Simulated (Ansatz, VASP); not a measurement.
# Ta in VASP and in Ansatz

```
CELL_PARAMETERS angstrom
-1.64026 1.64026 1.64026
1.64026 -1.64026 1.64026
1.64026 1.64026 -1.64026
ATOMIC_POSITIONS crystal
Ta 0.00000 0.00000 0.00000
```

Alike in both runs: task relaxation of cell and atoms; functional PBEsol; k mesh 20 × 20 × 20; occupations fermi-dirac, width 0.15 eV; no spin polarisation.

|  | VASP | Ansatz |
| --- | --- | --- |
| version | VASP 6.6.1 | Ansatz 0.2.0 |
| potentials or method | VASP PAW PBE potentials, release 64 (Ta_pv), cutoff 600 eV | scalar-relativistic, plane waves, PAW |
| valence electrons in the cell | 11 | 13 |

VASP gave:

| Property | Result |
| --- | --- |
| gap on the k mesh at the Fermi level, each at its own relaxed structure (eV) | none |
| relaxed volume (Å³/atom) | 17.72 |
| relaxed cell length with the largest relative difference (Å) | 2.845 |

Q: What did Ansatz give for the same quantities?

A: gap on the k mesh at the Fermi level, each at its own relaxed structure (eV): none; relaxed volume (Å³/atom): 17.70; relaxed cell length with the largest relative difference (Å): 2.844.

VASP's potentials were made for PBE, not for PBEsol. A gap of «none» marks a metal or a gap that the smearing closes. VASP's potentials hold 11 valence electrons a cell and Ansatz's 13, so a difference there can come from the potentials and not from the codes.

Spin-orbit coupling is off throughout.
